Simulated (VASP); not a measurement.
A run of VASP 6.6.1 is set up as follows.

The input INCAR:

```
SYSTEM = HgPt
ALGO = Normal ; EDIFF = 1E-7
ENCUT = 520 ; GGA = CA
ISIF = 2 ; ISMEAR = -1
LASPH = .TRUE. ; LCHARG = .FALSE.
LREAL = .FALSE. ; LWAVE = .FALSE.
NBANDS = 18 ; NELM = 80
PREC = Accurate ; SIGMA = 0.03
```

KPOINTS

```
k-points
0
G
  12 12 10
  0 0 0
```

POSCAR

```
HgPt
1.0
    3.0100965888      0.0000000000      0.0000000000
    0.0000000000      3.0100965888      0.0000000000
    0.0000000000      0.0000000000      3.8753347196
Hg Pt
1 1
Direct
    0.0000000000      0.0000000000      0.0000000000
    0.5000000000      0.5000000000      0.5000000000
```

Potentials or basis: VASP PAW LDA potentials, release 64 (Hg, Pt).

Launch:

```sh
$ cat potpaw_LDA.64/Hg/POTCAR potpaw_LDA.64/Pt/POTCAR > POTCAR
$ mpirun -np 1 vasp_std > vasp.out
```

Problem. What does it give for the pressure?

Solution. -6.5 GPa.

Problem. Estimate the band gap on the k mesh.

Solution. Zero (bands 11 and 12 overlap by 3.52 eV).

Stress tensor (GPa, compression positive):
```
-6.70  0.00  0.00
 0.00 -6.70  0.00
 0.00  0.00 -6.17
```

Caveat: the cell stands under tension; spin-orbit coupling is left out, which moves the levels of the heavy elements.
